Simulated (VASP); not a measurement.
# Rh (Fm-3m) in VASP: settings compared

The runs below take Rh through single point, relaxation of cell and atoms, with PBEsol+D3(BJ), PBEsol.

All numbers are computed with VASP 6.6.1; they aren't measurements. Logs are shortened: lines on timing, memory, paths and dates and some standing lists are left out, and cuts for length are marked.

## 1. The cell of the first run

Symmetry: Fm-3m, No. 225, cubic system. The conventional cell has a = 3.796 Å, b = 3.796 Å, c = 3.796 Å, α = 90.00°, β = 90.00°, γ = 90.00°. Within 3.5 Å of Rh (site symmetry m-3m) lie 12 Rh at 2.68 Å.

## 2. Single point, PBEsol+D3(BJ)

Input file INCAR:

```
  PREC = Accurate
  ENCUT = 520
  EDIFF = 1E-6
  ISMEAR = -1
  SIGMA = 0.05
  LREAL = False
  LASPH = True
  NELM = 100
  ALGO = Normal
  ISIF = 2
  LWAVE = False
  LCHARG = True
  GGA = PS
  IVDW = 12
  LELF = True
  LVHAR = True
  NBANDS = 14
```

Input file KPOINTS:

```
regular mesh
0
Gamma
  12 12 12
```

Input file POSCAR:

```
Rh
1.0
    0.0000000000      1.8978500000      1.8978500000
    1.8978500000      0.0000000000      1.8978500000
    1.8978500000      1.8978500000      0.0000000000
Rh
1
Direct
    0.0000000000      0.0000000000      0.0000000000
```

Potentials or basis: VASP PAW PBE potentials, release 64 (Rh_pv).

Command:

```sh
$ cat potpaw_PBE.64/Rh_pv/POTCAR > POTCAR
$ mpirun -np 1 vasp_std > vasp.out
```

OUTCAR:

```text
PREC = Accurate
   ENCUT = 520
   EDIFF = 1E-6
   ISMEAR = -1
   LREAL = False
   LASPH = True
   NELM = 100
   ISIF = 2
   GGA = PS
   IVDW = 12
 IVDW          = 12

 ion  position               nearest neighbor table
   1  0.000  0.000  0.000-

  LATTYP: Found a face centered cubic cell.
 ALAT       =     3.7957000000

  Lattice vectors:

 A1 = (   0.0000000000,   1.8978500000,   1.8978500000)
 A2 = (   1.8978500000,   0.0000000000,   1.8978500000)
 A3 = (   1.8978500000,   1.8978500000,   0.0000000000)

Analysis of symmetry for initial positions (statically):
[... 33 lines left out ...]
                                     Primitive cell

  volume of cell :      13.6715

  direct lattice vectors                    reciprocal lattice vectors
     0.000000000  1.897850000  1.897850000    -0.263456016  0.263456016  0.263456016
     1.897850000  0.000000000  1.897850000     0.263456016 -0.263456016  0.263456016
     1.897850000  1.897850000  0.000000000     0.263456016  0.263456016 -0.263456016

  length of vectors
     2.683965209  2.683965209  2.683965209     0.456319205  0.456319205  0.456319205

  position of ions in fractional coordinates (direct lattice)
     0.000000000  0.000000000  0.000000000

  ion indices of the primitive-cell ions
   primitive index   ion index
                 1           1

----------------------------------------------------------------------------------------

 KPOINTS: regular mesh

Automatic generation of k-mesh.
 Grid dimensions read from file:
 generate k-points for:   12   12   12

 Generating k-lattice:

  Cartesian coordinates                     Fractional coordinates (reciprocal lattice)
    -0.021954668  0.021954668  0.021954668     0.083333333  0.000000000  0.000000000
     0.021954668 -0.021954668  0.021954668     0.000000000  0.083333333  0.000000000
     0.021954668  0.021954668 -0.021954668     0.000000000  0.000000000  0.083333333

  Length of vectors
     0.038026600  0.038026600  0.038026600

  Shift w.r.t. Gamma in fractional coordinates (k-lattice)
     0.000000000  0.000000000  0.000000000

 Subroutine IBZKPT returns following result:
 ===========================================

 Found     72 irreducible k-points:

 Following reciprocal coordinates:
            Coordinates               Weight
  0.000000  0.000000  0.000000      1.000000
  0.083333  0.000000  0.000000      8.000000
  0.166667  0.000000  0.000000      8.000000
  0.250000  0.000000  0.000000      8.000000
  0.333333  0.000000  0.000000      8.000000
  0.416667  0.000000  0.000000      8.000000
[... 16 lines left out ...]
  0.500000  0.166667  0.000000     24.000000
 -0.416667  0.166667  0.000000     24.000000
 [... further k-points ...]
   k-points           NKPTS =     72   k-points in BZ     NKDIM =     72   number of bands    NBANDS=     14
   number of dos      NEDOS =    301   number of ions     NIONS =      1
   total plane-waves  NPLWV =   8000
   dimension x,y,z NGX =    20 NGY =   20 NGZ =   20
   dimension x,y,z NGXF=    40 NGYF=   40 NGZF=   40
   ions per type =               1
   NGX,Y,Z   is equivalent  to a cutoff of  12.39, 12.39, 12.39 a.u.
   NGXF,Y,Z  is equivalent  to a cutoff of  24.78, 24.78, 24.78 a.u.
 SYSTEM =  unknown system
   PREC   = accura    normal or accurate (medium, high low for compatibility)
   ISTART =      0    job   : 0-new  1-cont  2-samecut
   ICHARG =      2    charge: 1-file 2-atom 10-const
   ISPIN  =      1    spin polarized calculation?
   LNONCOLLINEAR =      F non collinear calculations
   LSORBIT =      F    spin-orbit coupling
   LASPH  =      T    aspherical Exc in radial PAW
   ENCUT  =  520.0 eV  38.22 Ry    6.18 a.u.   4.99  4.99  4.99*2*pi/ulx,y,z
   NELM   =    100;   NELMIN=  2; NELMDL= -5     # of ELM steps
   EDIFF  = 0.1E-05   stopping-criterion for ELM
   LREAL  =      F    real-space projection
   EDIFFG = 0.1E-04   stopping-criterion for IOM
   NSW    =      0    number of steps for IOM
   IBRION =     -1    ionic relax: 0-MD 1-quasi-New 2-CG
   NFREE  =      0    steps in history (QN), initial steepest desc. (CG)
   ISIF   =      2    stress and relaxation
   ISYM   =      2    0-nonsym 1-usesym 2-fastsym
   POTIM  = 0.5000    time-step for ionic-motion
   TEBEG  =    0.0;   TEEND  =   0.0 temperature during run
   PSTRESS=    0.0 pullay stress
   NELECT =      15.0000    total number of electrons
   NUPDOWN=      -1.0000    fix difference up-down
   EMIN   =  10.00;   EMAX   =-10.00  energy-range for DOS
   EFERMI =   0.00;   METHOD = LEGACY
   ISMEAR =    -1;   SIGMA  =   0.05  broadening in eV -4-tet -1-fermi 0-gaus
   EFERMI_NEDOS =   21; number of points for ismear=-14 and -15
   IALGO  =     38    algorithm
   IMIX   =      4    mixing-type and parameters
     AMIX     =   0.40;   BMIX     =  1.00
     AMIX_MAG =   1.60;   BMIX_MAG =  1.00
  volume/ion in A,a.u.               =      13.67        92.26
  Fermi-wavevector in a.u.,A,eV,Ry     =   1.688496  3.190795 38.790465  2.851019
  Thomas-Fermi vector in A             =   2.770792
   LORBIT       =      0    0 simple, 1 ext, 2 COOP (PROOUT), +10 PAW based schemes
   GGA     = PS    functional components
   LHFCALC =     F    Hartree Fock is set to
   AEXX    =    0.0000 exact exchange contribution
   IVDW    =    12    specifies the selected vdW correction
   LEPSILON=     F    determine dielectric tensor
   LRPA    =     F    only Hartree local field effects (RPA)
 non-spin polarized calculation
  energy-cutoff  :      520.00
  volume of cell :       13.67
 maximum number of plane-waves:       380
   NGX =  9   NGY =  9   NGZ =  9

 number of electron      15.0000007 magnetization

 Free energy of the ion-electron system (eV)
  ---------------------------------------------------
  ext. energy  EPLUGINS =         0.00000000
  ---------------------------------------------------
  free energy    TOTEN  =        -8.14430551 eV

  energy without entropy =       -8.13614021  energy(sigma->0) =       -8.14022286

 E-fermi :  11.8674     XC(G=0): -14.2571

 val. band max:       11.7818504577   @ k =  -0.3333   0.3333   0.0000
 cond. band min:      11.9061200372   @ k =   0.3333   0.1667   0.0000
 fundamental gap:      0.1242695795
 Fermi energy:        11.8673824488

 k-point     1 :       0.0000    0.0000    0.0000
  band No.  band energies     occupation
      1     -34.5060      2.00000
      2     -34.5060      2.00000
      3     -34.5060      2.00000
      4       3.7626      2.00000
      5       8.7242      2.00000
      6       8.7242      2.00000
      7       8.7242      2.00000
      8      10.8525      2.00000
      9      10.8525      2.00000
     10      27.7905      0.00000
     11      32.1688      0.00000
     12      33.2714      0.00000
     13      33.2714      0.00000
     14      33.2714      0.00000

 k-point     2 :       0.0833    0.0000    0.0000
  band No.  band energies     occupation
      1     -34.5580      2.00000
      2     -34.5130      2.00000
      3     -34.5130      2.00000
      4       4.0414      2.00000
      5       8.6035      2.00000
      6       8.8311      2.00000
      7       8.8311      2.00000
      8      10.7945      2.00000
      9      10.7945      2.00000
     10      28.1912      0.00000
     11      31.8743      0.00000
     12      32.1783      0.00000
     13      33.6820      0.00000
     14      33.6820      0.00000

 k-point     3 :       0.1667    0.0000    0.0000
  band No.  band energies     occupation
      1     -34.6988      2.00000
      2     -34.5321      2.00000
      3     -34.5321      2.00000
      4       4.7833      2.00000
      5       8.3875      2.00000
      6       9.0484      2.00000
      7       9.0484      2.00000
      8      10.7444      2.00000
      9      10.7444      2.00000
     10      29.0277      0.00000
     11      29.5323      0.00000
     12      32.1706      0.00000
     13      34.8206      0.00000
     14      34.8206      0.00000

 k-point     4 :       0.2500    0.0000    0.0000
  band No.  band energies     occupation
      1     -34.8879      2.00000
      2     -34.5581      2.00000
      3     -34.5581      2.00000
      4       5.5704      2.00000
      5       8.5831      2.00000
      6       9.0924      2.00000
      7       9.0924      2.00000
      8      11.0120      2.00000
      9      11.0120      2.00000
     10      26.9405      0.00000
     11      29.3961      0.00000
     12      32.1703      0.00000
     13      36.2837      0.00000
     14      36.2837      0.00000

 k-point     5 :       0.3333    0.0000    0.0000
  band No.  band energies     occupation
      1     -35.0736      2.00000
      2     -34.5840      2.00000
      3     -34.5840      2.00000
      4       5.7993      2.00000
      5       8.9140      2.00000
      6       8.9140      2.00000
      7       9.7970      2.00000
      8      11.6108      1.98826
      9      11.6108      1.98825
     10      24.2746      0.00000
     11      28.5173      0.00000
[... 276 lines left out ...]
 k-point    22 :       0.4167    0.1667    0.0000
  band No.  band energies     occupation
      1     -35.1011      2.00000
      2     -34.6813      2.00000
      3     -34.6524      2.00000
      4       6.3597      2.00000
      5       8.1015      2.00000
      6       8.8620      2.00000
      7       9.6152      2.00000
      8      12.3705      0.00009
      9      13.4542      0.00000
     10      23.5990      0.00000
     11      28.9472      0.00000
     12      31.1230      0.00000
     13      32.1586      0.00000
     14      32.9333      0.00000

 k-point    23 :       0.5000    0.1667    0.0000
  band No.  band energies     occupation
      1     -35.1806      2.00000
      2     -34.7214      2.00000
      3     -34.6530      2.00000
      4       6.3127      2.00000
      5       8.0424      2.00000
      6       9.4238      2.00000
      7       9.4994      2.00000
      8      12.4862      0.00001
      9      15.3813      0.00000
     10      20.9969      0.00000
     11      28.2009      0.00000
     12      31.2843      0.00000
     13      31.6296      0.00000
     14      32.1857      0.00000

 k-point    24 :      -0.4167    0.1667    0.0000
  band No.  band energies     occupation
      1     -35.1871      2.00000
      2     -34.7462      2.00000
      3     -34.6375      2.00000
      4       6.3800      2.00000
      5       8.0565      2.00000
      6       9.3327      2.00000
      7       9.7430      2.00000
      8      12.1108      0.01527
      9      15.9568      0.00000
     10      20.5872      0.00000
     11      27.8714      0.00000
     12      30.7262      0.00000
     13      32.1758      0.00000
     14      32.4099      0.00000

 [... further k-points ...]

------------------------ aborting loop because EDIFF is reached ----------------------------------------

 Edisp (eV)   -0.61166

 E8    (eV) :    -0.4120

  FORCE on cell =-STRESS in cart. coord.  units (eV):
  Direction    XX          YY          ZZ          XY          YZ          ZX
  --------------------------------------------------------------------------------------
  -------------------------------------------------------------------------------------
  Total      -0.94365    -0.94365    -0.94365     0.00000    -0.00000     0.00000
  in kB    -110.58708  -110.58708  -110.58708     0.00000    -0.00000     0.00000
  external pressure =     -110.59 kB  Pullay stress =        0.00 kB

 VOLUME and BASIS-vectors are now :
 -----------------------------------------------------------------------------
  energy-cutoff  :      520.00
  volume of cell :       13.67
      direct lattice vectors                 reciprocal lattice vectors
     0.000000000  1.897850000  1.897850000    -0.263456016  0.263456016  0.263456016
     1.897850000  0.000000000  1.897850000     0.263456016 -0.263456016  0.263456016
     1.897850000  1.897850000  0.000000000     0.263456016  0.263456016 -0.263456016

 POSITION                                       TOTAL-FORCE (eV/Angst)
 -----------------------------------------------------------------------------------
      0.00000      0.00000      0.00000         0.000000     -0.000000      0.000000
 -----------------------------------------------------------------------------------
    total drift:                                0.000000     -0.000000      0.000000

  FREE ENERGIE OF THE ION-ELECTRON SYSTEM (eV)
  ---------------------------------------------------
  free  energy   TOTEN  =        -8.7559664326 eV

  energy  without entropy=       -8.7478011336  energy(sigma->0) =       -8.75188378
```

It took 11 s on 1 thread of Intel Xeon Platinum 8259CL at 2.50GHz (Skylake/Cascade Lake), shared host; peak memory 0.14 GiB.

Results:

- Free energy: -8.7560 eV
- Pressure: -11.1 GPa
- Dispersion energy per atom: -0.612 eV

Caveat: three body term missing; the PAW data sets were made with another functional, which shifts forces and pressure a little; pairwise dispersion overbinds metals, which lowers pressure and volume.

[end of part 1 of 2]
